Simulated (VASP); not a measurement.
# Os (P6_3/mmc) in VASP: further runs, part 3 of 3

VASP 6.6.1. Earlier steps stand in the parts before.

### Step 5. Single point, r2SCANh

Contents of POSCAR:

```
Os
1.0
    2.7393806299      0.0000000000      0.0000000000
   -1.3696903150      2.3723732161      0.0000000000
    0.0000000000      0.0000000000      4.3138179181
Os
2
Direct
    0.3333333333      0.6666666667      0.2500000000
    0.6666666667      0.3333333333      0.7500000000
```

Contents of INCAR.step1:

```
SYSTEM = Os
ALGO     = Normal         ! electronic algorithm
EDIFF    = 1E-5           ! SCF threshold, eV
ENCUT    = 580            ! plane-wave cutoff, eV
GGA      = PE             ! functional
GGA_COMPAT= .False.      
ISIF     = 2              ! what is computed and relaxed
ISMEAR   = -1             ! smearing method
LASPH    = .True.         ! aspherical terms in the spheres
LREAL    = .False.        ! projectors in reciprocal space
LWAVE    = .True.         ! write WAVECAR
NBANDS   = 15             ! bands
NELM     = 120            ! most SCF steps
PREC     = Accurate       ! precision mode
SIGMA    = 0.1            ! smearing width, eV
```

Contents of INCAR.step2:

```
SYSTEM = Os
AEXX     = 0.1            ! exact-exchange fraction
ALGO     = Normal         ! electronic algorithm
EDIFF    = 1E-6           ! SCF threshold, eV
ENCUT    = 580            ! plane-wave cutoff, eV
GGA_COMPAT= .False.      
ISIF     = 2              ! what is computed and relaxed
ISMEAR   = -1             ! smearing method
ISTART   = 1            
LASPH    = .True.         ! aspherical terms in the spheres
LCHARG   = .True.         ! write CHGCAR
LELF     = .True.         ! ELF
LHFCALC  = .True.         ! exact exchange
LMIXTAU  = .True.       
LREAL    = .False.        ! projectors in reciprocal space
LVHAR    = .True.       
LWAVE    = .False.        ! write WAVECAR
METAGGA  = R2SCAN         ! meta-GGA
NBANDS   = 15             ! bands
NELM     = 120            ! most SCF steps
PREC     = Accurate       ! precision mode
PRECFOCK = Normal       
SIGMA    = 0.1            ! smearing width, eV
```

Contents of KPOINTS:

```
k-points
0
Gamma
  7 7 4
  0 0 0
```

Potentials or basis: VASP PAW PBE potentials, release 64 (Os).

The run is started by

```console
$ cat potpaw_PBE.64/Os/POTCAR > POTCAR
$ cp INCAR.step1 INCAR
$ mpirun -np 1 vasp_std > vasp.out
$ cp INCAR.step2 INCAR
$ mpirun -np 1 vasp_std > vasp.out
```

OUTCAR:

```text
SYSTEM = Os
   AEXX = 0.1
   EDIFF = 1E-6
   ENCUT = 580
   ISIF = 2
   ISMEAR = -1
   ISTART = 1
   LASPH = .True.
   LHFCALC = .True.
   LREAL = .False.
   METAGGA = R2SCAN
   NELM = 120
   PREC = Accurate
   PRECFOCK = Normal

 ion  position               nearest neighbor table
   1  0.333  0.667  0.250-   2 2.67   2 2.67   2 2.67   2 2.67   2 2.67   2 2.67
   2  0.667  0.333  0.750-   1 2.67   1 2.67   1 2.67   1 2.67   1 2.67   1 2.67

  LATTYP: Found a hexagonal cell.
 ALAT       =     2.7393806299
 C/A-ratio  =     1.5747420680

  Lattice vectors:

 A1 = (   2.7393806299,   0.0000000000,   0.0000000000)
 A2 = (  -1.3696903150,   2.3723732161,   0.0000000000)
 A3 = (   0.0000000000,   0.0000000000,   4.3138179181)

Analysis of symmetry for initial positions (statically):
=====================================================================
 Subroutine PRICEL returns:
 Original cell was already a primitive cell.

 Routine SETGRP: Setting up the symmetry group for a
 hexagonal supercell.

 Subroutine GETGRP returns: Found 24 space group operations
 (whereof 12 operations were pure point group operations)
 out of a pool of 24 trial point group operations.

The static configuration has the point symmetry D_3d.
 The point group associated with its full space group is D_6h.

Analysis of symmetry for dynamics (positions and initial velocities):
=====================================================================
 Subroutine PRICEL returns:
 Original cell was already a primitive cell.

 Routine SETGRP: Setting up the symmetry group for a
 hexagonal supercell.

 Subroutine GETGRP returns: Found 24 space group operations
 (whereof 12 operations were pure point group operations)
 out of a pool of 24 trial point group operations.

The dynamic configuration has the point symmetry D_3d.
 The point group associated with its full space group is D_6h.

 Subroutine INISYM returns: Found 24 space group operations
 (whereof 12 operations are pure point group operations),
[... 131 lines left out ...]
   IVDW    =     0    specifies the selected vdW correction
   LEPSILON=     F    determine dielectric tensor
   LRPA    =     F    only Hartree local field effects (RPA)
 non-spin polarized calculation
  energy-cutoff  :      580.00
  volume of cell :       28.03
 maximum number of plane-waves:       911
 NGX is ok and might be reduce to    24
  NGX = 18; NGY = 18; NGZ = 28

 number of electron      16.0000001 magnetization

 Free energy of the ion-electron system (eV)
  ---------------------------------------------------
  ext. energy  EPLUGINS =         0.00000000
  ---------------------------------------------------
  free energy    TOTEN  =      -100.15058603 eV

  energy without entropy =     -100.10940373  energy(sigma->0) =     -100.12999488

 E-fermi :   9.1575     XC(G=0): -14.0195

 val. band max:        9.0468936154   @ k =   0.2857   0.1429   0.2500
 cond. band min:       9.2420435905   @ k =   0.1429   0.1429   0.0000
 fundamental gap:      0.1951499752
 Fermi energy:         9.1575453417

 k-point     1 :       0.0000    0.0000    0.0000
  band No.  band energies     occupation
      1      -2.9016      2.00000
      2       0.4918      2.00000
      3       5.5923      2.00000
      4       5.5923      2.00000
      5       5.9206      2.00000
      6       6.5167      2.00000
      7       6.5167      2.00000
      8       7.1441      2.00000
      9       7.1441      2.00000
     10       8.9712      1.73143
     11      11.1268      0.00000
     12      11.1268      0.00000
     13      19.2384      0.00000
     14      24.3969      0.00000
[... 401 lines left out ...]
      2       2.2263      2.00000
      3       3.8444      2.00000
      4       3.8444      2.00000
      5       5.1479      2.00000
      6       5.1479      2.00000
      7       7.3755      2.00000
      8       7.3755      2.00000
      9      11.3954      0.00000
     10      11.3954      0.00000
     11      16.5059      0.00000
     12      16.5059      0.00000
     13      20.3431      0.00000
     14      20.3431      0.00000
     15      22.7055      0.00000

------------------------ aborting loop because EDIFF is reached ----------------------------------------

  FORCE on cell =-STRESS in cart. coord.  units (eV):
  Direction    XX          YY          ZZ          XY          YZ          ZX
  --------------------------------------------------------------------------------------
  -------------------------------------------------------------------------------------
  Total       -0.0138581     -0.0138581     -1.3853636      0.0000000     -0.0000000      0.0000000
  in kB       -0.7919842     -0.7919842    -79.1730110      0.0000000     -0.0000000      0.0000000
  external PRESSURE =     -26.9189931 kB  Pullay stress =       0.0000000 kB

 VOLUME and BASIS-vectors are now :
 -----------------------------------------------------------------------------
  energy-cutoff  :      580.00
  volume of cell :       28.03
      direct lattice vectors                 reciprocal lattice vectors
     2.739380630  0.000000000  0.000000000     0.365046021  0.210759419  0.000000000
    -1.369690315  2.372373216  0.000000000     0.000000000  0.421518837  0.000000000
     0.000000000  0.000000000  4.313817918     0.000000000  0.000000000  0.231813215

 POSITION                                       TOTAL-FORCE (eV/Angst)
 -----------------------------------------------------------------------------------
     -0.00000      1.58158      1.07845         0.000000      0.000000     -0.000000
      1.36969      0.79079      3.23536        -0.000000     -0.000000      0.000000
 -----------------------------------------------------------------------------------
    total drift:                               -0.000000      0.000000      0.000000

  FREE ENERGIE OF THE ION-ELECTRON SYSTEM (eV)
  ---------------------------------------------------
  free  energy   TOTEN  =      -100.1505860253 eV

  energy  without entropy=     -100.1094037331  energy(sigma->0) =     -100.12999488
```

OSZICAR.step1:

```text
N       E                     dE             d eps       ncg     rms          rms(c)
DAV:   1     0.110184845918E+03    0.11018E+03   -0.78751E+03   720   0.111E+03
DAV:   2    -0.182676768678E+02   -0.12845E+03   -0.11201E+03   734   0.336E+02
DAV:   3    -0.238260827868E+02   -0.55584E+01   -0.53458E+01   979   0.618E+01
DAV:   4    -0.238738277146E+02   -0.47745E-01   -0.47666E-01   762   0.578E+00
DAV:   5    -0.238740881193E+02   -0.26040E-03   -0.26038E-03   993   0.406E-01    0.232E+01
DAV:   6    -0.227916722298E+02    0.10824E+01   -0.88316E-01   902   0.807E+00    0.106E+01
DAV:   7    -0.224599347055E+02    0.33174E+00   -0.63537E-01   923   0.674E+00    0.487E-01
DAV:   8    -0.224541928417E+02    0.57419E-02   -0.64020E-03   734   0.600E-01    0.312E-01
DAV:   9    -0.224514705984E+02    0.27222E-02   -0.14694E-03   881   0.388E-01    0.496E-02
DAV:  10    -0.224514953150E+02   -0.24717E-04   -0.78377E-05   923   0.777E-02    0.966E-03
DAV:  11    -0.224514713542E+02    0.23961E-04   -0.44781E-06   458   0.229E-02    0.173E-03
DAV:  12    -0.224514705809E+02    0.77336E-06   -0.25880E-07   402   0.414E-03
   1 F= -.22451471E+02 E0= -.22420161E+02  d E =-.626196E-01
```

Wall time 66 min (1 thread of Intel Xeon Platinum 8488C (Sapphire Rapids), shared host); peak memory 0.18 GiB.

What came out:

```yaml
Free_energy: -100.1506 eV
Pressure: -2.7 GPa
Band_gap_on_the_k_mesh: zero (bands 8 and 9 overlap by 4.11 eV)
```

Levels at points of the mesh, in eV from the Fermi level:
| k point | band 5 | band 6 | band 7 | band 8 | band 9 | band 10 | band 11 | band 12 |
| --- | --- | --- | --- | --- | --- | --- | --- | --- |
| (0.00, 0.00, 0.00) | -3.24 | -2.64 | -2.64 | -2.01 | -2.01 | -0.19 | 1.97 | 1.97 |
| (0.00, 0.00, 0.50) | -3.80 | -3.80 | -3.80 | -3.80 | 1.08 | 1.08 | 1.08 | 1.08 |

Caveat: the k points lie up to 0.38 Å⁻¹ apart, too coarse for converged energies and pressures of a metal; the PAW data sets were made with another functional, which shifts forces and pressure a little; spin-orbit coupling is left out, which moves the levels of the heavy elements.

### Step 6. Single point, r2SCAN

Contents of POSCAR:

```
Os
1.0
    2.7393806301      0.0000000000      0.0000000000
   -1.3696903150      2.3723732163      0.0000000000
    0.0000000000      0.0000000000      4.3138179181
Os
2
Direct
    0.3333333333      0.6666666667      0.2500000000
    0.6666666667      0.3333333333      0.7500000000
```

Contents of INCAR.step1:

```
PREC = Accurate
ENCUT = 520
ISMEAR = -1
SIGMA = 0.1
LREAL = F
LASPH = T
NELM = 100
NBANDS = 15
GGA = PE
ALGO = Normal
EDIFF = 1E-4
LWAVE = T
LCHARG = F
```

Contents of INCAR.step2:

```
PREC = Accurate
ENCUT = 520
EDIFF = 1E-6
ISMEAR = -1
SIGMA = 0.1
LREAL = F
LASPH = T
NELM = 100
ALGO = Normal
ISIF = 2
LWAVE = F
LCHARG = F
METAGGA = R2SCAN
LMIXTAU = T
NBANDS = 15
ISTART = 1
```

Contents of KPOINTS:

```
Automatic mesh
0
Gamma
  13 13 7
```

Potentials or basis: VASP PAW PBE potentials, release 64 (Os).

The run is started by

```console
$ cat potpaw_PBE.64/Os/POTCAR > POTCAR
$ cp INCAR.step1 INCAR
$ mpirun -np 1 vasp_std > vasp.out
$ cp INCAR.step2 INCAR
$ mpirun -np 1 vasp_std > vasp.out
```

Run time: 82 s. Hardware: 1 thread of Intel Xeon Platinum 8488C (Sapphire Rapids), shared host; peak memory 0.16 GiB.

It converged, with:

```
Free energy            : -106.0262 eV
Pressure               : 1.0 GPa
Band gap on the k mesh : zero (bands 8 and 9 overlap by 3.97 eV)
```

Levels at points of the mesh, in eV from the Fermi level:
```tsv
k point	band 5	band 6	band 7	band 8	band 9	band 10	band 11	band 12
(0.00, 0.00, 0.00)	-2.93	-2.37	-2.37	-1.74	-1.74	-0.03	1.67	1.67
```

Caveat: the PAW data sets were made with another functional, which shifts forces and pressure a little; spin-orbit coupling is left out, which moves the levels of the heavy elements.

### Step 7. Overview

| level | k mesh | cutoff (eV) | smearing | grid for exact exchange (PRECFOCK) | share of exact exchange | gap on the mesh (eV) | pressure (GPa) |
| --- | --- | --- | --- | --- | --- | --- | --- |
| r2SCAN | 13 × 13 × 7 | 520 | fermi-dirac 0.03 eV | - | - | none | 0.8 |
| r2SCAN | 13 × 13 × 7 | 520 | fermi-dirac 0.2 eV | - | - | none | 1.6 |
| r2SCAN | 13 × 13 × 7 | 520 | fermi-dirac 0.3 eV | - | - | none | 2.6 |
| r2SCANh | 7 × 7 × 4 | 580 | fermi-dirac 0.1 eV | Normal | 0.1 | none | -2.7 |
| r2SCAN | 13 × 13 × 7 | 520 | fermi-dirac 0.1 eV | - | - | none | 1.0 |

Alike in all rows: task single point; potentials or basis VASP PAW PBE potentials, release 64 (Os); no spin polarisation; cell as given.

Caveats: some runs use coarse meshes; the PAW data sets were made with another functional, which shifts forces and pressure a little; spin-orbit coupling is left out, which moves the levels of the heavy elements; so wide a smearing shifts energies and pressures (at least some runs).

Total energies depend on the potentials used, so only differences within one code and one set of settings carry meaning.
